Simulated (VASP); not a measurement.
A run of VASP 6.6.1:

INCAR

```
SYSTEM = C
PREC = Accurate ; ENCUT = 520
EDIFF = 1E-6 ; ISMEAR = 0
SIGMA = 0.1 ; LREAL = .False.
LASPH = .True. ; NELM = 80
ALGO = Normal ; ISIF = 2
LWAVE = .False. ; LCHARG = .True.
GGA = CA ; LELF = .True.
LVHAR = .True. ; NBANDS = 16
```

File KPOINTS:

```
regular mesh
0
Gamma
  20 20 10
  0 0 0
```

The input POSCAR:

```
C
1.0
    1.1793175621     -2.0220526030      0.0000000000
    1.1793175621      2.0220526030      0.0000000000
    0.0000000000      0.0000000000      4.6017992773
C
4
Direct
    0.0842550801      0.9157449199      0.7500000000
    0.5842550801      0.4157449199      0.2500000000
    0.9157449199      0.0842550801      0.2500000000
    0.4157449199      0.5842550801      0.7500000000
```

Potentials or basis: VASP PAW LDA potentials, release 64 (C).

Command:

```bash
$ cat potpaw_LDA.64/C/POTCAR > POTCAR
$ mpirun -np 1 vasp_std > vasp.out
```

Hardware: 1 thread of Intel(R) Xeon(R) Platinum 8488C (Sapphire Rapids), with other jobs on the host.

Problem. Estimate the wall time of this run.

Solution. Wall time 120 s on 1 thread of Intel(R) Xeon(R) Platinum 8488C (Sapphire Rapids), with other jobs on the host, peak memory 0.26 GiB. Counts: scf iterations 12, k points 666.
